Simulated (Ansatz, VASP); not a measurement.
**Two plane-wave programs on HfO2**

```
Hf O
1.0
     5.21946    0.00000    0.00000
     0.00000    5.00476    0.00000
     0.00000    0.00000    5.03269
Hf O
4 8
Direct
  0.02806 0.26519 0.23712
  0.47194 0.26519 0.73712
  0.52806 0.73481 0.23712
  0.97194 0.73481 0.73712
  0.35873 0.07031 0.38160
  0.14127 0.07031 0.88160
  0.74490 0.45658 0.49428
  0.75510 0.45658 0.99428
  0.25510 0.54342 0.99428
  0.24490 0.54342 0.49428
  0.85873 0.92969 0.38160
  0.64127 0.92969 0.88160
```

Change from the starting cell: polar distortion scaled by 0.85.

Alike in both runs: task single point; functional PBEsol; k mesh 6 × 6 × 6; no spin polarisation.

|  | VASP | Ansatz |
| --- | --- | --- |
| version | VASP 6.6.1 | Ansatz 0.2.0 |
| potentials or method | VASP PAW PBE potentials, release 64 (Hf_pv, O), cutoff 520 eV | scalar-relativistic, plane waves, PAW |
| occupations | gaussian, width 0.01 eV | fixed |
| valence electrons in the cell | 88 | 152 |

```csv
,VASP,Ansatz,Ansatz less VASP
gap on the k mesh at the Fermi level (eV),4.23,4.28,+0.045
least direct gap on the mesh (eV),4.61,4.64,+0.029
pressure (GPa),-1.6,1.8,+3.34
"traceless stress, the component that is largest in VASP (GPa)",-1.38,-1.24,+0.136
rms of the force components (eV/Å),0.274,0.281,+0.0067
```

VASP's potentials were made for PBE, not for PBEsol, and Ansatz warns of the same on its side. Atom by atom the forces differ by 0.025 eV/Å (rms over components). VASP's potentials hold 88 valence electrons a cell and Ansatz's 152, so a difference there can come from the potentials and not from the codes.

Neither program's run includes spin-orbit coupling.
